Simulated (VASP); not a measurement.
# DyC3 (Amm2) in VASP: relaxation of cell and atoms with PBE

Aim: the relaxation of cell and atoms of DyC3 with PBE.

All numbers are computed with VASP 6.6.1; they aren't measurements. Logs are shortened: lines on timing, memory, paths and dates and some standing lists are left out, and cuts for length are marked.

## (1) The cell of the first run

It takes space group Amm2 (No. 38, orthorhombic). The conventional cell has a = 4.393 Å, b = 6.609 Å, c = 5.030 Å, α = 90.00°, β = 90.00°, γ = 90.00°. Within 2.5 Å of Dy (site symmetry mm2) lie 6 C at 1.90 to 2.29 Å. C (site symmetry m) has 2 Dy at 1.90 to 2.27 Å and 4 C at 2.56 to 2.69 Å within 2.7 Å. C (site symmetry mm2) has 2 Dy at 2.29 Å and 4 C at 2.69 Å within 3.0 Å.

The cell was generated, and may not be a known phase.

## (2) Relaxation of cell and atoms, PBE

Contents of INCAR:

```
SYSTEM = DyC3
PREC = Accurate
ENCUT = 600
EDIFF = 1E-7
ISMEAR = 0
SIGMA = 0.2
LREAL = .FALSE.
LASPH = .TRUE.
NELM = 200
ALGO = Normal
ISIF = 3
LWAVE = .FALSE.
LCHARG = .FALSE.
GGA = PE
IBRION = 2
NSW = 36
EDIFFG = -0.08
GGA_COMPAT = .FALSE.
NELMIN = 4
LMAXMIX = 6
```

Contents of KPOINTS:

```
regular mesh
0
G
  5 5 5
  0 0 0
```

Contents of POSCAR:

```
DyC3
1.0
    4.3929733100      0.0000000000      0.0000000000
    0.0000000000      3.3044495900      2.5148039500
    0.0000000000     -3.3044495900      2.5148039500
Dy C
1 3
Direct
    0.0000000000      0.1708069700      0.1708069700
    0.0000000000      0.1351876800      0.7060006900
    0.0000000000      0.7060006900      0.1351876800
    0.5000000000      0.0432923300      0.0432923300
```

Potentials or basis: VASP PAW PBE potentials, release 64 (Dy_3, C), 4f in core.

Started as:

```bash
$ cat potpaw_PBE.64/Dy_3/POTCAR potpaw_PBE.64/C/POTCAR > POTCAR
$ mpirun -np 1 vasp_std > vasp.out
```

OUTCAR:

```text
SYSTEM = DyC3
   PREC = Accurate
   ENCUT = 600
   EDIFF = 1E-7
   ISMEAR = 0
   LREAL = .FALSE.
   LASPH = .TRUE.
   NELM = 200
   ISIF = 3
   GGA = PE
   IBRION = 2
   NSW = 36
   EDIFFG = -0.08
   NELMIN = 4

 ion  position               nearest neighbor table
   1  0.000  0.171  0.171-   2 1.90   3 1.90   3 2.27   2 2.27   4 2.29   4 2.29
   2  0.000  0.135  0.706-   1 1.90   1 2.27
   3  0.000  0.706  0.135-   1 1.90   1 2.27
   4  0.500  0.043  0.043-   1 2.29   1 2.29

  LATTYP: Found a base centered orthorhombic cell.
 ALAT       =     5.0296079000
 B/A-ratio  =     1.3139988865
 C/A-ratio  =     0.8734226201

  Lattice vectors:

 A1 = (   0.0000000000,   3.3044495900,   2.5148039500)
 A2 = (   0.0000000000,  -3.3044495900,   2.5148039500)
 A3 = (   4.3929733100,   0.0000000000,   0.0000000000)

Analysis of symmetry for initial positions (statically):
=====================================================================
 Subroutine PRICEL returns:
 Original cell was already a primitive cell.

 Routine SETGRP: Setting up the symmetry group for a
 base centered orthorhombic supercell.

 Subroutine GETGRP returns: Found  4 space group operations
 (whereof  4 operations were pure point group operations)
 out of a pool of  8 trial point group operations.

The static configuration has the point symmetry C_2v.

Analysis of symmetry for dynamics (positions and initial velocities):
=====================================================================
 Subroutine PRICEL returns:
 Original cell was already a primitive cell.

 Routine SETGRP: Setting up the symmetry group for a
 base centered orthorhombic supercell.

 Subroutine GETGRP returns: Found  4 space group operations
 (whereof  4 operations were pure point group operations)
 out of a pool of  8 trial point group operations.

The dynamic configuration has the point symmetry C_2v.

 Subroutine INISYM returns: Found  4 space group operations
 (whereof  4 operations are pure point group operations),
 and found     1 'primitive' translations

----------------------------------------------------------------------------------------

                                     Primitive cell

  volume of cell :      73.0116

  direct lattice vectors                    reciprocal lattice vectors
     4.392973310  0.000000000  0.000000000     0.227636257  0.000000000  0.000000000
     0.000000000  3.304449590  2.514803950     0.000000000  0.151311130  0.198822656
     0.000000000 -3.304449590  2.514803950     0.000000000 -0.151311130  0.198822656

  length of vectors
     4.392973310  4.152544521  4.152544521     0.227636257  0.249850968  0.249850968

  position of ions in fractional coordinates (direct lattice)
     0.000000000  0.170806970  0.170806970
     0.000000000  0.135187680  0.706000690
     0.000000000  0.706000690  0.135187680
     0.500000000  0.043292330  0.043292330

  ion indices of the primitive-cell ions
   primitive index   ion index
                 1           1
                 2           2
                 3           3
                 4           4

----------------------------------------------------------------------------------------

 KPOINTS: regular mesh

Automatic generation of k-mesh.
 Grid dimensions read from file:
 generate k-points for:    5    5    5

 Generating k-lattice:

  Cartesian coordinates                     Fractional coordinates (reciprocal lattice)
     0.045527251  0.000000000  0.000000000     0.200000000  0.000000000  0.000000000
     0.000000000  0.030262226  0.039764531     0.000000000  0.200000000  0.000000000
     0.000000000 -0.030262226  0.039764531     0.000000000  0.000000000  0.200000000

  Length of vectors
     0.045527251  0.049970194  0.049970194

  Shift w.r.t. Gamma in fractional coordinates (k-lattice)
     0.000000000  0.000000000  0.000000000

 Subroutine IBZKPT returns following result:
 ===========================================

 Found     27 irreducible k-points:

 Following reciprocal coordinates:
            Coordinates               Weight
  0.000000  0.000000  0.000000      1.000000
  0.200000  0.000000  0.000000      2.000000
  0.400000  0.000000  0.000000      2.000000
  0.000000  0.200000 -0.000000      4.000000
  0.200000  0.200000 -0.000000      8.000000
  0.400000  0.200000 -0.000000      8.000000
[... 16 lines left out ...]
  0.200000  0.400000  0.400000      4.000000
  0.400000  0.400000  0.400000      4.000000
 [... further k-points ...]
   k-points           NKPTS =     27   k-points in BZ     NKDIM =     27   number of bands    NBANDS=     14
   number of dos      NEDOS =    301   number of ions     NIONS =      4
   total plane-waves  NPLWV =  46656
   dimension x,y,z NGX =    36 NGY =   36 NGZ =   36
   dimension x,y,z NGXF=    72 NGYF=   72 NGZF=   72
   ions per type =               1   3
   NGX,Y,Z   is equivalent  to a cutoff of  13.62, 14.41, 14.41 a.u.
   NGXF,Y,Z  is equivalent  to a cutoff of  27.25, 28.82, 28.82 a.u.
 SYSTEM =  DyC3
   PREC   = accura    normal or accurate (medium, high low for compatibility)
   ISTART =      0    job   : 0-new  1-cont  2-samecut
   ICHARG =      2    charge: 1-file 2-atom 10-const
   ISPIN  =      1    spin polarized calculation?
   LNONCOLLINEAR =      F non collinear calculations
   LSORBIT =      F    spin-orbit coupling
   LASPH  =      T    aspherical Exc in radial PAW
   ENCUT  =  600.0 eV  44.10 Ry    6.64 a.u.   8.77  8.29  8.29*2*pi/ulx,y,z
   NELM   =    200;   NELMIN=  4; NELMDL= -5     # of ELM steps
   EDIFF  = 0.1E-06   stopping-criterion for ELM
   LREAL  =      F    real-space projection
   EDIFFG = -.8E-01   stopping-criterion for IOM
   NSW    =     36    number of steps for IOM
   IBRION =      2    ionic relax: 0-MD 1-quasi-New 2-CG
   NFREE  =      1    steps in history (QN), initial steepest desc. (CG)
   ISIF   =      3    stress and relaxation
   ISYM   =      2    0-nonsym 1-usesym 2-fastsym
   POTIM  = 0.5000    time-step for ionic-motion
   TEBEG  =    0.0;   TEEND  =   0.0 temperature during run
   PSTRESS=    0.0 pullay stress
   NELECT =      21.0000    total number of electrons
   NUPDOWN=      -1.0000    fix difference up-down
   EMIN   =  10.00;   EMAX   =-10.00  energy-range for DOS
   EFERMI =   0.00;   METHOD = LEGACY
   ISMEAR =     0;   SIGMA  =   0.20  broadening in eV -4-tet -1-fermi 0-gaus
   EFERMI_NEDOS =   21; number of points for ismear=-14 and -15
   IALGO  =     38    algorithm
   IMIX   =      4    mixing-type and parameters
     AMIX     =   0.40;   BMIX     =  1.00
     AMIX_MAG =   1.60;   BMIX_MAG =  1.00
  volume/ion in A,a.u.               =      18.25       123.18
  Fermi-wavevector in a.u.,A,eV,Ry     =   1.080647  2.042127 15.888865  1.167799
  Thomas-Fermi vector in A             =   2.216644
   LORBIT       =      0    0 simple, 1 ext, 2 COOP (PROOUT), +10 PAW based schemes
   GGA     = PE    functional components
   LHFCALC =     F    Hartree Fock is set to
   AEXX    =    0.0000 exact exchange contribution
   IVDW    =     0    specifies the selected vdW correction
   LEPSILON=     F    determine dielectric tensor
   LRPA    =     F    only Hartree local field effects (RPA)
 conjugate gradient relaxation of ions
 non-spin polarized calculation
 Gauss-broadening in eV      SIGMA  =   0.20
  energy-cutoff  :      600.00
  volume of cell :       73.01
 maximum number of plane-waves:      2449
 NGX is ok and might be reduce to    36
   NGX = 17   NGY = 17   NGZ = 17

--------------------------------------- Ionic step        1  -------------------------------------------

 number of electron      21.0000000 magnetization

 Free energy of the ion-electron system (eV)
  ---------------------------------------------------
  ext. energy  EPLUGINS =         0.00000000
  ---------------------------------------------------
  free energy    TOTEN  =       -17.20354651 eV

  energy without entropy =      -17.16305888  energy(sigma->0) =      -17.18330269

------------------------ aborting loop because EDIFF is reached ----------------------------------------

  FORCE on cell =-STRESS in cart. coord.  units (eV):
  Direction    XX          YY          ZZ          XY          YZ          ZX
  --------------------------------------------------------------------------------------
  -------------------------------------------------------------------------------------
  Total       -2.0026777     14.8012369      9.3722304      0.0000000      0.0000000      0.0000000
  in kB      -43.9470591    324.8005572    205.6656278      0.0000000      0.0000000      0.0000000
  external PRESSURE =     162.1730420 kB  Pullay stress =       0.0000000 kB
[... 917 lines left out ...]
  band No.  band energies     occupation
      1     -19.7371      2.00000
      2     -19.5204      2.00000
      3     -19.3023      2.00000
      4      -6.7269      2.00000
      5      -6.5726      2.00000
      6      -5.2706      2.00000
      7      -1.9507      2.00000
      8      -1.3077      2.00000
      9       0.8446      2.00000
     10       1.4645      2.00000
     11       1.6896      2.00000
     12       3.6708      0.00000
     13       4.6516      0.00000
     14       5.1912      0.00000

 [... further k-points ...]

[... ionic steps 4 to 31 ...]

--------------------------------------- Ionic step       32  -------------------------------------------

 number of electron      21.0000000 magnetization

------------------------ aborting loop because EDIFF is reached ----------------------------------------

  FORCE on cell =-STRESS in cart. coord.  units (eV):
  Direction    XX          YY          ZZ          XY          YZ          ZX
  --------------------------------------------------------------------------------------
  -------------------------------------------------------------------------------------
  Total       -0.1658815      0.2501625     -0.7858150      0.0000000      0.0000000      0.0000000
  in kB       -5.9831869      9.0231175    -28.3435861      0.0000000      0.0000000      0.0000000
  external PRESSURE =      -8.4345518 kB  Pullay stress =       0.0000000 kB
[... 61 lines left out ...]
  energy  without entropy=      -26.1145665769  energy(sigma->0) =      -26.12865017

--------------------------------------- Ionic step       34  -------------------------------------------

 number of electron      21.0000000 magnetization

 Free energy of the ion-electron system (eV)
  ---------------------------------------------------
  ext. energy  EPLUGINS =         0.00000000
  ---------------------------------------------------
  free energy    TOTEN  =       -26.14667919 eV

  energy without entropy =      -26.11843089  energy(sigma->0) =      -26.13255504

 E-fermi :   6.0401     XC(G=0): -11.6344

 val. band max:        6.0177336215   @ k =   0.4000  -0.2000   0.2000
 cond. band min:       6.0436644531   @ k =   0.4000   0.4000   0.4000
 fundamental gap:      0.0259308316
 Fermi energy:         6.0401237189

 k-point     1 :       0.0000    0.0000    0.0000
  band No.  band energies     occupation
      1     -17.3942      2.00000
      2     -16.9546      2.00000
      3     -15.3101      2.00000
      4     -13.3176      2.00000
      5      -4.8707      2.00000
      6      -0.6964      2.00000
      7      -0.3847      2.00000
      8      -0.1014      2.00000
      9       1.7895      2.00000
     10       4.3703      2.00000
     11       7.0840      0.00000
     12       8.1625      0.00000
[... 424 lines left out ...]
  FREE ENERGIE OF THE ION-ELECTRON SYSTEM (eV)
  ---------------------------------------------------
  free  energy   TOTEN  =       -26.1466791904 eV

  energy  without entropy=      -26.1184308932  energy(sigma->0) =      -26.13255504

 reached required accuracy - stopping structural energy minimisation
```

It took 5.9 min on 1 thread of Intel Xeon 6975P-C (Granite Rapids), shared host; peak memory 0.26 GiB.

What came out:

- Free energy: -26.1467 eV
- Relaxed volume: 11.04 Å³/atom
- Relaxed cell: a = 2.604 Å, b = 4.251 Å, c = 4.251 Å, α = 110.13°, β = 90.00°, γ = 90.00°
- Space group after relaxing (to 0.1 Å): Cmmm (No. 65)
- Energy gained by relaxing: 2235.8 meV/atom
- Ionic steps: 34
- Pressure after relaxing: 0.2 GPa
- Largest force after relaxing: 0.072 eV/Å
- Band gap on the k mesh: zero (an odd number of electrons rules out a gap without spin polarisation)

Forces in eV/Å, atoms in the order of the input:
```
Dy   0.000  0.000 -0.040
C    0.000  0.072  0.001
C    0.000 -0.072  0.001
C    0.000  0.000  0.037
```

Step by step:
```
step  energy change (eV)  largest force (eV/Å)  pressure (GPa)  volume (Å³)
   1              0.0000                8.8382           16.22        73.01
   2             -0.6315                3.6376           -6.06        93.46
   3             -1.7668                2.7395            0.61        81.74
   4             -1.7714                2.6513            0.90        81.46
   5             -2.5530                1.4561           -5.85        85.53
   6             -2.5933                1.5252           -6.90        86.37
   7             -3.2142                2.3731           -4.52        77.51
   8             -3.7103                7.5849            6.83        62.87
   9             -3.8543                7.7548            6.90        61.73
  10             -4.2823                8.1667            7.40        58.38
  11             -5.0239                8.7801           11.03        51.98
  12             -5.0596                8.4418           44.87        40.34
  13             -5.2535               10.3512           21.52        46.61
  14             -5.3388               10.3376           30.27        43.41
  15             -5.9991                5.7187           28.39        42.05
  16             -6.0668                3.4038           30.25        41.42
  17             -6.5159                2.8880           21.01        42.58
  18             -7.2687                1.6585            0.64        46.12
  19             -7.0819                1.6977          -19.74        53.53
  20             -7.3998                1.3000          -11.01        49.35
  21             -7.4069                1.2577           -9.39        48.80
  22             -7.5479                1.2505           -8.91        48.18
  23             -7.9221                1.0855           -6.51        46.29
  24             -8.3100                1.3562            4.39        42.41
  25             -8.5082                1.6219            5.01        42.09
  26             -8.7299                0.7946           14.26        40.97
  27             -8.7563                1.0468           10.26        41.31
  28             -8.7577                0.9409           11.10        41.23
  29             -8.8542                0.6499            6.20        42.36
  30             -8.9205                0.3164           -2.53        44.92
  31             -8.9221                0.3478           -1.52        44.58
  32             -8.9309                0.2984           -0.84        44.42
  33             -8.9392                0.1458            1.13        44.03
  34             -8.9431                0.0718            0.25        44.17
```

Final structure:
```cif
data_structure
_symmetry_space_group_name_H-M 'P 1'
_symmetry_Int_Tables_number 1
_cell_length_a 2.6039
_cell_length_b 4.2507
_cell_length_c 4.2507
_cell_angle_alpha 110.133
_cell_angle_beta 90.000
_cell_angle_gamma 90.000
_cell_volume 44.17
loop_
_atom_site_label
_atom_site_type_symbol
_atom_site_fract_x
_atom_site_fract_y
_atom_site_fract_z
_atom_site_occupancy
Dy1 Dy 0.00000 0.38720 0.38720 1
C1 C 0.00000 0.02087 0.75297 1
C2 C 0.00000 0.75297 0.02087 1
C3 C 0.50000 0.89425 0.89425 1
```

Caveat: the volume moved by over 15 % at a fixed basis, so the end points are rough; spin-orbit coupling is left out, which moves the levels of the heavy elements; the 4f electrons are frozen in the core, so they carry no moment and show no levels; an odd number of electrons without spin polarisation forces a metal; a magnetic or distorted state may lie lower; the relaxation stopped at a loose force limit of 0.08 eV/Å, so its end isn't a converged minimum. Spin polarisation is off, so any magnetic state and its effect on volume and gap are missing.

The gap in the log of VASP goes by the Fermi energy; the results here count the filled bands.